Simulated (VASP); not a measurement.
Here is a VASP 6.6.1 calculation.

POSCAR

```
BaZrO3
1.0
    4.1913400000      0.0000000000      0.0000000000
    0.0000000000      4.1913400000      0.0000000000
    0.0000000000      0.0000000000      4.1913400000
Ba Zr O
1 1 3
Direct
    0.0000000000      0.0000000000      0.0000000000
    0.5000000000      0.5000000000      0.5000000000
    0.5000000000      0.5000000000      0.0000000000
    0.5000000000      0.0000000000      0.5000000000
    0.0000000000      0.5000000000      0.5000000000
```

The input INCAR.step1:

```
PREC = Accurate ; ENCUT = 520
EDIFF = 1E-5 ; ISMEAR = -1
SIGMA = 0.05 ; LREAL = False
LASPH = True ; NELM = 80
ALGO = Normal ; ISIF = 2
LWAVE = True ; LCHARG = False
GGA = PE ; NBANDS = 28
```

INCAR.step2

```
PREC = Accurate ; ENCUT = 520
EDIFF = 1E-7 ; ISMEAR = -1
SIGMA = 0.05 ; LREAL = False
LASPH = True ; NELM = 80
ALGO = Normal ; ISIF = 2
LWAVE = False ; LCHARG = False
GGA = PE ; LHFCALC = True
HFSCREEN = 0.2079 ; PRECFOCK = Fast
ISTART = 1 ; NBANDS = 28
```

Contents of KPOINTS:

```
regular mesh
0
Gamma
  4 4 4
```

Potentials or basis: VASP PAW PBE potentials, release 64 (Ba_sv, Zr_sv, O).

The run is started by

```console
$ cat potpaw_PBE.64/Ba_sv/POTCAR potpaw_PBE.64/Zr_sv/POTCAR potpaw_PBE.64/O/POTCAR > POTCAR
$ cp INCAR.step1 INCAR
$ mpirun -np 1 vasp_std > vasp.out
$ cp INCAR.step2 INCAR
$ mpirun -np 1 vasp_std > vasp.out
```

(1) What does it give for the band gap on the k mesh?

(2) Predict the pressure.

## Answers

(1) 4.67 eV (least direct gap 4.96 eV).

(2) 1.2 GPa.

Caveat: the PAW data sets were made with another functional, which shifts forces and pressure a little; spin-orbit coupling is left out, which moves the levels of the heavy elements.
